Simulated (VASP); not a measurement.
A run of VASP 6.6.1 is set up as follows.

Contents of INCAR:

```
SYSTEM = ZnCu
PREC     = Accurate       ! precision mode
ENCUT    = 520            ! plane-wave cutoff, eV
EDIFF    = 1E-6           ! SCF threshold, eV
ISMEAR   = 0              ! smearing method
SIGMA    = 0.15           ! smearing width, eV
LREAL    = .False.        ! projectors in reciprocal space
LASPH    = .True.         ! aspherical terms in the spheres
NELM     = 100            ! most SCF steps
ALGO     = Fast           ! electronic algorithm
ISIF     = 2              ! what is computed and relaxed
LWAVE    = .False.        ! write WAVECAR
LCHARG   = .False.        ! write CHGCAR
GGA      = PE             ! functional
NBANDS   = 18             ! bands
```

File KPOINTS:

```
regular mesh
0
Gamma
  16 16 16
  0 0 0
```

Contents of POSCAR:

```
ZnCu
1.0
    2.9450000000      0.0000000000      0.0000000000
    0.0000000000      2.8566500000      0.0000000000
    0.0000000000      0.0000000000      2.9450000000
Zn Cu
1 1
Direct
    0.5000000000      0.5000000000      0.5000000000
    0.0000000000      0.0000000000      0.0000000000
```

Potentials or basis: VASP PAW PBE potentials, release 64 (Zn, Cu).

The run is started by

```console
$ cat potpaw_PBE.64/Zn/POTCAR potpaw_PBE.64/Cu/POTCAR > POTCAR
$ mpirun -np 1 vasp_std > vasp.out
```

Task: What does it give for the pressure?

Result: 7.4 GPa.

Task: What does it give for the band gap on the k mesh?

Result: Zero (an odd number of electrons rules out a gap without spin polarisation).

Stress tensor (GPa, compression positive):
```
7.31 0.00 0.00
0.00 7.46 0.00
0.00 0.00 7.31
```

Caveat: the cell differs from its parent crystal (strain -0.0300 x Voigt [0, 1, 0, 0, 0, 0]); the cell stands under pressure.
